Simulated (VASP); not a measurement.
Input of a VASP 6.6.1 run:

File INCAR:

```
PREC = Accurate
ENCUT = 520
EDIFF = 1E-6
ISMEAR = -1
SIGMA = 0.05
LREAL = F
LASPH = T
NELM = 60
ALGO = Fast
ISIF = 2
LWAVE = F
LCHARG = T
GGA = PS
LELF = T
LVHAR = T
NBANDS = 30
```

KPOINTS

```
Automatic mesh
0
Gamma
  6 6 6
```

The input POSCAR:

```
In3As
1.0
    4.6716810000      0.0000000000      0.0000000000
    0.0000000000      4.6716810000      0.0000000000
    0.0000000000      0.0000000000      4.6716810000
In As
3 1
Direct
    0.5000000000      0.5000000000      0.0000000000
    0.5000000000      0.0000000000      0.5000000000
    0.0000000000      0.5000000000      0.5000000000
    0.0000000000      0.0000000000      0.0000000000
```

Potentials or basis: VASP PAW PBE potentials, release 64 (In_d, As).

Launch:

```sh
$ cat potpaw_PBE.64/In_d/POTCAR potpaw_PBE.64/As/POTCAR > POTCAR
$ mpirun -np 1 vasp_std > vasp.out
```

Problem. Predict the band gap on the k mesh.

Solution. Zero (band 22 reaches 6.94 eV, above the bottom of band 23 at 3.09 eV).

Problem. Estimate the pressure.

Solution. -2.4 GPa.

Caveat: the PAW data sets were made with another functional, which shifts forces and pressure a little; spin-orbit coupling is left out, which moves the levels of the heavy elements.
